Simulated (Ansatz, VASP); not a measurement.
## ZnGa2N2 in VASP and in Ansatz

```xyz
5
Lattice="0.0000 3.5873 0.0000 3.5873 0.0000 0.0000 1.7936 1.7936 -5.6397" Properties=species:S:1:pos:R:3 pbc="T T T"
Ga    1.7936    1.7936   -1.7562
Ga    3.5873    3.5873   -3.8835
Zn    0.0000    0.0000    0.0000
N     1.7936    1.7936   -4.0482
N     3.5873    3.5873   -1.5915
```

Alike in both runs: task single point; functional r2SCAN; k mesh 10 × 10 × 10; no spin polarisation.

|  | VASP | Ansatz |
| --- | --- | --- |
| version | VASP 6.6.1 | Ansatz 0.2.0 |
| potentials or method | VASP PAW PBE potentials, release 64 (Ga_d, Zn, N), cutoff 520 eV | PAW plane waves |
| occupations | fermi-dirac, width 0.1 eV | fermi-dirac |
| valence electrons in the cell | 48 | 48 |

VASP gave:

* pressure (GPa): 7.7
* traceless stress, the component that is largest in VASP (GPa): 36.09
* rms of the force components (eV/Å): 3.558

Problem. Which values does Ansatz return?

Solution. Pressure (GPa): 6.6; traceless stress, the component that is largest in VASP (GPa): 34.01; rms of the force components (eV/Å): 3.400.

VASP's potentials were made for PBE, not for r2SCAN. Atom by atom the forces differ by 0.159 eV/Å (rms over components).
